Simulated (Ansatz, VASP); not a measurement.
## Two plane-wave programs on Ta

```
CELL_PARAMETERS angstrom
-1.66072 1.66072 1.66072
1.66072 -1.66072 1.66072
1.66072 1.66072 -1.66072
ATOMIC_POSITIONS crystal
Ta 0.00000 0.00000 0.00000
```

Alike in both runs: task single point; functional PBE; k mesh 13 × 13 × 13; occupations methfessel-paxton of order 1, width 0.6 eV; no spin polarisation.

```csv
,VASP,Ansatz
version,VASP 6.6.1,Ansatz 0.2.0
potentials or method,"VASP PAW PBE potentials, release 64 (Ta_pv), cutoff 520 eV","plane waves (420 eV) with PAW, scalar-relativistic"
valence electrons in the cell,11,13
```

|  | VASP | Ansatz | Ansatz less VASP |
| --- | --- | --- | --- |
| pressure (GPa) | -0.3 | -0.4 | -0.09 |

VASP's potentials hold 11 valence electrons a cell and Ansatz's 13, so a difference there can come from the potentials and not from the codes.

Spin-orbit coupling is off throughout.
